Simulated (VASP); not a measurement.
# PbF2 (Fm-3m) in VASP: a series of runs, part 2 of 2

VASP 6.6.1. Earlier steps stand in the parts before.

## Step 3: Relaxation of cell and atoms, r2SCAN, target pressure 7 GPa, at which the enthalpy is minimised

The input, POSCAR:

```
PbF2
1.0
    2.9605993906      2.9605993906      0.0000000000
   -2.9605993906      2.9605993906      0.0000000000
    0.0000000000      2.9605993906      2.9605993906
Pb F
1 2
Direct
    0.0000000000      0.0000000000      0.0000000000
    0.2500000000      0.7500000000      0.5000000000
    0.7500000000      0.2500000000      0.5000000000
```

The input, INCAR.step1:

```
SYSTEM = PbF2
PREC     = Accurate       ! precision mode
ENCUT    = 600            ! plane-wave cutoff, eV
ISMEAR   = 0              ! smearing method
SIGMA    = 0.01           ! smearing width, eV
LREAL    = .FALSE.        ! projectors in reciprocal space
LASPH    = .TRUE.         ! aspherical terms in the spheres
NELM     = 100            ! most SCF steps
GGA      = PE             ! functional
ALGO     = Normal         ! electronic algorithm
EDIFF    = 1E-4           ! SCF threshold, eV
LWAVE    = .TRUE.         ! write WAVECAR
LCHARG   = .FALSE.        ! write CHGCAR
```

The input, INCAR.step2:

```
SYSTEM = PbF2
PREC     = Accurate       ! precision mode
ENCUT    = 600            ! plane-wave cutoff, eV
EDIFF    = 1E-6           ! SCF threshold, eV
ISMEAR   = 0              ! smearing method
SIGMA    = 0.01           ! smearing width, eV
LREAL    = .FALSE.        ! projectors in reciprocal space
LASPH    = .TRUE.         ! aspherical terms in the spheres
NELM     = 100            ! most SCF steps
ALGO     = Normal         ! electronic algorithm
ISIF     = 3              ! what is computed and relaxed
LWAVE    = .FALSE.        ! write WAVECAR
LCHARG   = .FALSE.        ! write CHGCAR
METAGGA  = R2SCAN         ! meta-GGA
LMIXTAU  = .TRUE.       
IBRION   = 2              ! ionic algorithm
NSW      = 100            ! ionic steps
EDIFFG   = -0.002         ! ionic threshold
PSTRESS  = 70.0         
ISTART   = 1
```

The input, KPOINTS:

```
regular mesh
0
G
  8 8 8
  0 0 0
```

Potentials or basis: VASP PAW PBE potentials, release 64 (Pb_d, F).

Launch:

```sh
$ cat potpaw_PBE.64/Pb_d/POTCAR potpaw_PBE.64/F/POTCAR > POTCAR
$ cp INCAR.step1 INCAR
$ mpirun -np 1 vasp_std > vasp.out
$ cp INCAR.step2 INCAR
$ mpirun -np 1 vasp_std > vasp.out
```

OUTCAR:

```text
SYSTEM = PbF2
   PREC = Accurate
   ENCUT = 600
   EDIFF = 1E-6
   ISMEAR = 0
   LREAL = .FALSE.
   LASPH = .TRUE.
   NELM = 100
   ISIF = 3
   METAGGA = R2SCAN
   IBRION = 2
   NSW = 100
   EDIFFG = -0.002
   PSTRESS = 70.0
   ISTART = 1

 ion  position               nearest neighbor table
   1  0.000  0.000  0.000-   3 2.56   2 2.56   3 2.56   2 2.56   2 2.56   3 2.56   2 2.56   3 2.56

   2  0.250  0.750  0.500-   1 2.56   1 2.56   1 2.56   1 2.56
   3  0.750  0.250  0.500-   1 2.56   1 2.56   1 2.56   1 2.56

  LATTYP: Found a face centered cubic cell.
 ALAT       =     5.9211987812

  Lattice vectors:

 A1 = (   0.0000000000,   2.9605993906,   2.9605993906)
 A2 = (   2.9605993906,   0.0000000000,   2.9605993906)
 A3 = (   2.9605993906,   2.9605993906,   0.0000000000)

Analysis of symmetry for initial positions (statically):
=====================================================================
 Subroutine PRICEL returns:
 Original cell was already a primitive cell.

 Routine SETGRP: Setting up the symmetry group for a
 face centered cubic supercell.

 Subroutine GETGRP returns: Found 48 space group operations
 (whereof 48 operations were pure point group operations)
 out of a pool of 48 trial point group operations.

The static configuration has the point symmetry O_h .

Analysis of symmetry for dynamics (positions and initial velocities):
=====================================================================
 Subroutine PRICEL returns:
 Original cell was already a primitive cell.

 Routine SETGRP: Setting up the symmetry group for a
 face centered cubic supercell.

 Subroutine GETGRP returns: Found 48 space group operations
 (whereof 48 operations were pure point group operations)
 out of a pool of 48 trial point group operations.

The dynamic configuration has the point symmetry O_h .

 Subroutine INISYM returns: Found 48 space group operations
 (whereof 48 operations are pure point group operations),
 and found     1 'primitive' translations

----------------------------------------------------------------------------------------

                                     Primitive cell

  volume of cell :      51.9002

  direct lattice vectors                    reciprocal lattice vectors
     2.960599391  2.960599391  0.000000000     0.168884720  0.168884720 -0.168884720
    -2.960599391  2.960599391  0.000000000    -0.168884720  0.168884720 -0.168884720
     0.000000000  2.960599391  2.960599391     0.000000000  0.000000000  0.337769441

  length of vectors
     4.186919811  4.186919811  4.186919811     0.292516916  0.292516916  0.337769441

  position of ions in fractional coordinates (direct lattice)
     0.000000000  0.000000000  0.000000000
     0.250000000  0.750000000  0.500000000
     0.750000000  0.250000000  0.500000000

  ion indices of the primitive-cell ions
   primitive index   ion index
                 1           1
                 2           2
                 3           3

----------------------------------------------------------------------------------------

 KPOINTS: regular mesh

Automatic generation of k-mesh.
 Grid dimensions read from file:
 generate k-points for:    8    8    8

 Generating k-lattice:

  Cartesian coordinates                     Fractional coordinates (reciprocal lattice)
     0.021110590  0.021110590 -0.021110590     0.125000000  0.000000000  0.000000000
    -0.021110590  0.021110590 -0.021110590     0.000000000  0.125000000  0.000000000
     0.000000000  0.000000000  0.042221180     0.000000000  0.000000000  0.125000000

  Length of vectors
     0.036564615  0.036564615  0.042221180

  Shift w.r.t. Gamma in fractional coordinates (k-lattice)
     0.000000000  0.000000000  0.000000000

 Subroutine IBZKPT returns following result:
 ===========================================

 Found     29 irreducible k-points:

 Following reciprocal coordinates:
            Coordinates               Weight
  0.000000  0.000000  0.000000      1.000000
  0.125000  0.000000  0.000000      8.000000
  0.250000  0.000000  0.000000      8.000000
  0.375000  0.000000  0.000000      8.000000
  0.500000  0.000000  0.000000      4.000000
  0.125000  0.125000  0.000000     12.000000
[... 16 lines left out ...]
  0.375000  0.250000  0.125000     48.000000
  0.500000  0.250000  0.125000     24.000000
 [... further k-points ...]
   k-points           NKPTS =     29   k-points in BZ     NKDIM =     29   number of bands    NBANDS=     18
   number of dos      NEDOS =    301   number of ions     NIONS =      3
   total plane-waves  NPLWV =  46656
   dimension x,y,z NGX =    36 NGY =   36 NGZ =   36
   dimension x,y,z NGXF=    72 NGYF=   72 NGZF=   72
   ions per type =               1   2
   NGX,Y,Z   is equivalent  to a cutoff of  14.29, 14.29, 14.29 a.u.
   NGXF,Y,Z  is equivalent  to a cutoff of  28.59, 28.59, 28.59 a.u.
 SYSTEM =  PbF2
   PREC   = accura    normal or accurate (medium, high low for compatibility)
   ISTART =      1    job   : 0-new  1-cont  2-samecut
   ICHARG =      0    charge: 1-file 2-atom 10-const
   ISPIN  =      1    spin polarized calculation?
   LNONCOLLINEAR =      F non collinear calculations
   LSORBIT =      F    spin-orbit coupling
   LASPH  =      T    aspherical Exc in radial PAW
   ENCUT  =  600.0 eV  44.10 Ry    6.64 a.u.   8.36  8.36  8.36*2*pi/ulx,y,z
   NELM   =    100;   NELMIN=  2; NELMDL=  0     # of ELM steps
   EDIFF  = 0.1E-05   stopping-criterion for ELM
   LREAL  =      F    real-space projection
   EDIFFG = -.2E-02   stopping-criterion for IOM
   NSW    =    100    number of steps for IOM
   IBRION =      2    ionic relax: 0-MD 1-quasi-New 2-CG
   NFREE  =      1    steps in history (QN), initial steepest desc. (CG)
   ISIF   =      3    stress and relaxation
   ISYM   =      2    0-nonsym 1-usesym 2-fastsym
   POTIM  = 0.5000    time-step for ionic-motion
   TEBEG  =    0.0;   TEEND  =   0.0 temperature during run
   PSTRESS=   70.0 pullay stress
   NELECT =      28.0000    total number of electrons
   NUPDOWN=      -1.0000    fix difference up-down
   EMIN   =  10.00;   EMAX   =-10.00  energy-range for DOS
   EFERMI =   0.00;   METHOD = LEGACY
   ISMEAR =     0;   SIGMA  =   0.01  broadening in eV -4-tet -1-fermi 0-gaus
   EFERMI_NEDOS =   21; number of points for ismear=-14 and -15
   IALGO  =     38    algorithm
   IMIX   =      4    mixing-type and parameters
     AMIX     =   0.40;   BMIX     =  1.00
     AMIX_MAG =   1.60;   BMIX_MAG =  1.00
  volume/ion in A,a.u.               =      17.30       116.75
  Fermi-wavevector in a.u.,A,eV,Ry     =   1.332717  2.518470 24.165770  1.776134
  Thomas-Fermi vector in A             =   2.461630
   LORBIT       =      0    0 simple, 1 ext, 2 COOP (PROOUT), +10 PAW based schemes
   METAGGA = R2SCAN    functional components
   LHFCALC =     F    Hartree Fock is set to
   AEXX    =    0.0000 exact exchange contribution
   IVDW    =     0    specifies the selected vdW correction
   LEPSILON=     F    determine dielectric tensor
   LRPA    =     F    only Hartree local field effects (RPA)
 conjugate gradient relaxation of ions
 non-spin polarized calculation
 Gauss-broadening in eV      SIGMA  =   0.01
  energy-cutoff  :      600.00
  volume of cell :       51.90
 maximum number of plane-waves:      1759
 NGX is ok and might be reduce to    36
   NGX = 17   NGY = 17   NGZ = 17

--------------------------------------- Ionic step        1  -------------------------------------------

 number of electron      28.0000008 magnetization

 Free energy of the ion-electron system (eV)
  ---------------------------------------------------
  ext. energy  EPLUGINS =         0.00000000
  ---------------------------------------------------
  free energy    TOTEN  =       -70.16671213 eV

  energy without entropy =      -70.16671213  energy(sigma->0) =      -70.16671213

 E-fermi :   1.5981     XC(G=0): -10.0264

 val. band max:        1.5465063059   @ k =   0.5000   0.5000   0.2500
 cond. band min:       6.4795380031   @ k =   0.5000   0.5000   0.0000
 fundamental gap:      4.9330316971
 Fermi energy:         1.5981313397

 k-point     1 :       0.0000    0.0000    0.0000
  band No.  band energies     occupation
      1     -20.8665      2.00000
      2     -20.2734      2.00000
      3     -13.3230      2.00000
      4     -13.3230      2.00000
      5     -13.3230      2.00000
      6     -13.2715      2.00000
[... 10 lines left out ...]
     17       8.8519      0.00000
     18      12.2413      0.00000
[... 558 lines left out ...]
  enthalpy is  TOTEN    =       -67.9677452648 eV   P V=        2.0240240646

--------------------------------------- Ionic step        3  -------------------------------------------

 number of electron      27.9999997 magnetization

 Free energy of the ion-electron system (eV)
  ---------------------------------------------------
  ext. energy  EPLUGINS =         0.00000000
  ---------------------------------------------------
  free energy    TOTEN  =       -70.09075112 eV

  energy without entropy =      -70.09075112  energy(sigma->0) =      -70.09075112

 E-fermi :   2.7442     XC(G=0): -10.4469

 val. band max:        2.5858680142   @ k =   0.5000   0.5000   0.2500
 cond. band min:       7.4753958482   @ k =   0.5000   0.5000   0.0000
 fundamental gap:      4.8895278339
 Fermi energy:         2.7442381992

 k-point     1 :       0.0000    0.0000    0.0000
  band No.  band energies     occupation
      1     -20.5458      2.00000
      2     -19.8091      2.00000
      3     -12.4468      2.00000
      4     -12.4468      2.00000
      5     -12.4468      2.00000
      6     -12.3544      2.00000
[... 10 lines left out ...]
     17       9.9183      0.00000
     18      13.4100      0.00000
[... 513 lines left out ...]
  FREE ENERGIE OF THE ION-ELECTRON SYSTEM (eV)
  ---------------------------------------------------
  free  energy   TOTEN  =       -70.0907511229 eV

  energy  without entropy=      -70.0907511229  energy(sigma->0) =      -70.09075112

  enthalpy is  TOTEN    =       -67.9907752040 eV   P V=        2.0999759189

 reached required accuracy - stopping structural energy minimisation
```

Run time: 6.4 min. Hardware: 1 thread of AMD EPYC 7R13 (Zen 3), shared host; peak memory 0.21 GiB.

Results:

```yaml
Free_energy: -70.0908 eV
Relaxed_volume: 16.02 Å³/atom
Relaxed_cell: a = 4.081 Å, b = 4.081 Å, c = 4.081 Å, α = 60.00°, β = 60.00°, γ = 90.00°
Space_group_after_relaxing_to_0.1_Å: Fm-3m (No. 225)
Energy_change_on_relaxing_the_run_minimises_the_enthalpy: +25.3 meV/atom
Ionic_steps: 3
Pressure_after_relaxing: 7.0 GPa
Band_gap_on_the_k_mesh: 4.89 eV (least direct gap 5.04 eV)
```

Step by step:
```tsv
step	energy change (eV)	largest force (eV/Å)	pressure (GPa)	volume (Å³)
1	0.0000	0.0000	-0.13	51.90
2	0.1749	0.0000	11.38	46.33
3	0.0760	0.0000	6.99	48.06
```

Final structure:
```
CELL_PARAMETERS angstrom
2.88580 2.88580 0.00000
-2.88580 2.88580 0.00000
0.00000 2.88580 2.88580
ATOMIC_POSITIONS crystal
Pb 0.00000 0.00000 0.00000
F 0.25000 0.75000 0.50000
F 0.75000 0.25000 0.50000
```

Caveat: the cell is relaxed towards a set pressure, so the run minimises the enthalpy, not the energy; the PAW data sets were made with another functional, which shifts forces and pressure a little; spin-orbit coupling is left out, which moves the levels of the heavy elements. A k mesh can miss the band edges.

## Step 4: Relaxation of cell and atoms, r2SCAN, target pressure 10 GPa, at which the enthalpy is minimised

POSCAR is that of step 3.

The input, INCAR.step1:

```
SYSTEM = PbF2
ALGO = Normal
EDIFF = 1E-4
ENCUT = 600
GGA = PE
ISMEAR = 0
LASPH = .True.
LCHARG = .False.
LREAL = .False.
LWAVE = .True.
NELM = 60
PREC = Accurate
SIGMA = 0.01
```

The input, INCAR.step2:

```
SYSTEM = PbF2
ALGO = Normal
EDIFF = 1E-6
EDIFFG = -0.002
ENCUT = 600
IBRION = 2
ISIF = 3
ISMEAR = 0
ISTART = 1
LASPH = .True.
LCHARG = .False.
LMIXTAU = .True.
LREAL = .False.
LWAVE = .False.
METAGGA = R2SCAN
NELM = 60
NSW = 100
PREC = Accurate
PSTRESS = 100.0
SIGMA = 0.01
```

The input, KPOINTS:

```
k-points
0
Gamma
  8 8 8
  0 0 0
```

Launch:

```sh
$ cat potpaw_PBE.64/Pb_d/POTCAR potpaw_PBE.64/F/POTCAR > POTCAR
$ cp INCAR.step1 INCAR
$ mpirun -np 1 vasp_std > vasp.out
$ cp INCAR.step2 INCAR
$ mpirun -np 1 vasp_std > vasp.out
```

Wall time 11 min (1 thread of AMD EPYC 7R13 (Zen 3), shared host); peak memory 0.21 GiB.

The run converged. Its results:

```yaml
Free_energy: -70.0263 eV
Relaxed_volume: 15.61 Å³/atom
Relaxed_cell: a = 4.046 Å, b = 4.046 Å, c = 4.046 Å, α = 60.00°, β = 60.00°, γ = 90.00°
Space_group_after_relaxing_to_0.1_Å: Fm-3m (No. 225)
Energy_change_on_relaxing_the_run_minimises_the_enthalpy: +46.8 meV/atom
Ionic_steps: 6
Pressure_after_relaxing: 10.0 GPa
Band_gap_on_the_k_mesh: 4.87 eV (least direct gap 5.03 eV)
```

Step by step:
| step | energy change (eV) | largest force (eV/Å) | pressure (GPa) | volume (Å³) |
| --- | --- | --- | --- | --- |
| 1 | 0.0000 | 0.0000 | -0.13 | 51.90 |
| 2 | 0.3797 | 0.0000 | 18.44 | 44.11 |
| 3 | 0.1392 | 0.0000 | 9.94 | 46.86 |
| 4 | 0.1453 | 0.0000 | 10.19 | 46.77 |
| 5 | 0.1380 | 0.0000 | 9.91 | 46.88 |
| 6 | 0.1404 | 0.0000 | 9.99 | 46.84 |

Final structure:
```
CELL_PARAMETERS angstrom
2.86115 2.86115 0.00000
-2.86115 2.86115 0.00000
0.00000 2.86115 2.86115
ATOMIC_POSITIONS crystal
Pb 0.00000 0.00000 0.00000
F 0.25000 0.75000 0.50000
F 0.75000 0.25000 0.50000
```

Levels at points of the mesh, in eV from the valence-band top:
```csv
k point,band 10,band 11,band 12,band 13,band 14,band 15,band 16,band 17,band 18
"(0.00, 0.00, 0.00)",-3.45,-3.45,-2.93,-2.93,-2.93,7.33,7.33,7.33,10.86
"(0.50, 0.00, 0.00)",-3.73,-3.73,-3.09,-3.09,-0.14,5.26,8.53,8.53,13.61
"(0.50, 0.50, 0.00)",-4.73,-2.46,-2.42,-2.42,-0.16,4.87,8.75,8.80,8.80
```

Caveat: the cell is relaxed towards a set pressure, so the run minimises the enthalpy, not the energy; the PAW data sets were made with another functional, which shifts forces and pressure a little; spin-orbit coupling is left out, which moves the levels of the heavy elements. A k mesh can miss the band edges.

## Step 5: Summary

| cell | gap on the mesh (eV) | pressure (GPa) |
| --- | --- | --- |
| relaxed to 4 GPa | 4.91 | 4.0 |
| relaxed to 7 GPa | 4.89 | 7.0 |
| relaxed to 10 GPa | 4.87 | 10.0 |

Alike in all rows: task relaxation of cell and atoms; level r2SCAN; potentials or basis VASP PAW PBE potentials, release 64 (Pb_d, F); no spin polarisation; k mesh 8 × 8 × 8; cutoff (eV) 600; smearing gaussian 0.01 eV.

Caveats: the cell is relaxed towards a set pressure, so the run minimises the enthalpy, not the energy; the PAW data sets were made with another functional, which shifts forces and pressure a little; spin-orbit coupling is left out, which moves the levels of the heavy elements.

Total energies depend on the potentials used, so only differences within one code and one set of settings carry meaning.
